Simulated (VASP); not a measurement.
A run of VASP 6.6.1:

File INCAR:

```
ALGO = Normal
EDIFF = 1E-6
EDIFFG = -0.0325
ENCUT = 600
GGA = PE
IBRION = 2
ISIF = 3
ISMEAR = 0
LASPH = T
LCHARG = F
LREAL = F
LWAVE = F
NELM = 80
NSW = 90
PREC = Accurate
SIGMA = 0.1
```

File KPOINTS:

```
k-points
0
Gamma
  6 6 4
```

File POSCAR:

```
AlH
1.0
    2.8401536752      0.0000000000      0.0000000000
   -1.4200768376      2.4596452334      0.0000000000
    0.0000000000      0.0000000000      4.7543579465
Al H
2 2
Direct
    0.6666666667      0.3333333333      0.7500000000
    0.3333333333      0.6666666667      0.2500000000
    0.0000000000      0.0000000000      0.0000000000
    0.0000000000      0.0000000000      0.5000000000
```

Potentials or basis: VASP PAW PBE potentials, release 64 (Al, H).

Command:

```bash
$ cat potpaw_PBE.64/Al/POTCAR potpaw_PBE.64/H/POTCAR > POTCAR
$ mpirun -np 1 vasp_std > vasp.out
```

Hardware: 1 thread of AMD EPYC 9R45 96-Core Processor (Zen 5), with other jobs on the host.

Estimate the wall time of this run.

It took 12 s on 1 thread of AMD EPYC 9R45 96-Core Processor (Zen 5), on a shared host, peak memory 0.12 GiB. Counts: scf iterations 31, k points 21, ion steps 5.
